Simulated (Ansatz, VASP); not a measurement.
**One calculation of PbS, two programs**

File INCAR:

```
ALGO     = Normal         # electronic algorithm
EDIFF    = 1E-6           # SCF threshold, eV
ENCUT    = 520            # plane-wave cutoff, eV
ISIF     = 2              # what is computed and relaxed
ISMEAR   = -1             # smearing method
LASPH    = T              # aspherical terms in the spheres
LCHARG   = F              # write CHGCAR
LREAL    = F              # projectors in reciprocal space
LWAVE    = F              # write WAVECAR
NBANDS   = 17             # bands
NELM     = 80             # most SCF steps
PREC     = Accurate       # precision mode
SIGMA    = 0.08           # smearing width, eV
```

KPOINTS

```
k-points
0
Gamma
  12 12 12
```

File POSCAR:

```
PbS
1.0
    0.0000000000      2.8630046099      2.8630046099
    2.8630046099      0.0000000000      2.8630046099
    2.8630046099      2.8630046099      0.0000000000
Pb S
1 1
Direct
    0.0000000000      0.0000000000      0.0000000000
    0.5000000000      0.5000000000      0.5000000000
```

Input for Ansatz:

```yaml
crystal:
  lattice:
    - [0.0, 2.8630046099, 2.8630046099]
    - [2.8630046099, 0.0, 2.8630046099]
    - [2.8630046099, 2.8630046099, 0.0]
  atoms:
    - { symbol: Pb, position: [0.0, 0.0, 0.0] }
    - { symbol: S, position: [0.5, 0.5, 0.5] }
kpoints:
  mp_grid: { grid: [12, 12, 12] }
scf:
  occupations: { method: fermi_dirac, width: 0.08 }
hamiltonian:
  xc: lda
  pseudopotentials: { kind: paw }
output:
  forces: true
  stress: true
  eigenvalues: true
  populations: true
```

Change from the starting cell: volume scaled by 0.94, PAW files.

Alike in both runs: task single point; functional LDA; k mesh 12 × 12 × 12; occupations fermi-dirac, width 0.08 eV; no spin polarisation.

```csv
,VASP,Ansatz
version,VASP 6.6.1,Ansatz 0.2.0
potentials or method,"VASP PAW LDA potentials, release 64 (Pb_d, S)","PAW with Ansatz's default frozen-core files, scalar-relativistic"
plane-wave cutoff (eV),520,420
valence electrons in the cell,20,20
```

```tsv
	VASP	Ansatz	Ansatz less VASP
pressure (GPa)	4.7	4.6	-0.08
```

LDA's correlation is that of Perdew and Zunger in VASP and of Perdew and Wang (1992) in Ansatz.

Spin-orbit coupling is off throughout.
